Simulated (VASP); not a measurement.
Runs of VASP 6.6.1 on HfN. The structure is that of space group Fm-3m (No. 225), or close to it. The cells are those of the table. 

| cell | gap on the mesh (eV) | pressure (GPa) |
| --- | --- | --- |
| a = 3.024 Å, angles 60.0°, 2 atoms | none | 58.5 |
| a = 3.105, b = 3.105, c = 3.024 Å, angles 60.9, 60.9, 58.3°, 2 atoms | none | 36.2 |
| a = 3.064, b = 3.064, c = 3.024 Å, angles 60.4, 60.4, 59.1°, 2 atoms | none | (a) |
| a = 3.146, b = 3.146, c = 3.024 Å, angles 61.3, 61.3, 57.5°, 2 atoms | none | 28.4 |
| a = 3.064, b = 3.064, c = 3.104 Å, angles 59.6, 59.6, 60.9°, 2 atoms | none | 34.3 |
| a = 3.342 Å, angles 60.0°, 2 atoms | none | (b) |

Alike in all rows: task single point; level PBEsol; potentials or basis VASP PAW PBE potentials, release 64 (Hf_pv, N); no spin polarisation; k mesh 22 × 22 × 22; cutoff (eV) 600; smearing gaussian 0.15 eV.

Problem. Estimate the missing entries.

Solution. (a) 46.1; (b) -32.3.

Caveats: the PAW data sets were made with another functional, which shifts forces and pressure a little; spin-orbit coupling is left out, which moves the levels of the heavy elements; the cell stands under pressure (at least some runs); the stress differs along the axes, from 10 to 50 GPa (at least some runs); the stress differs along the axes, from 31 to 54 GPa (at least some runs); the stress differs along the axes, from -6 to 46 GPa (at least some runs); the stress differs along the axes, from 27 to 49 GPa (at least some runs).

A k mesh can miss the band edges, and the runs leave out spin-orbit coupling on Hf.

A gap of «none» marks levels without a gap at the run's occupations.
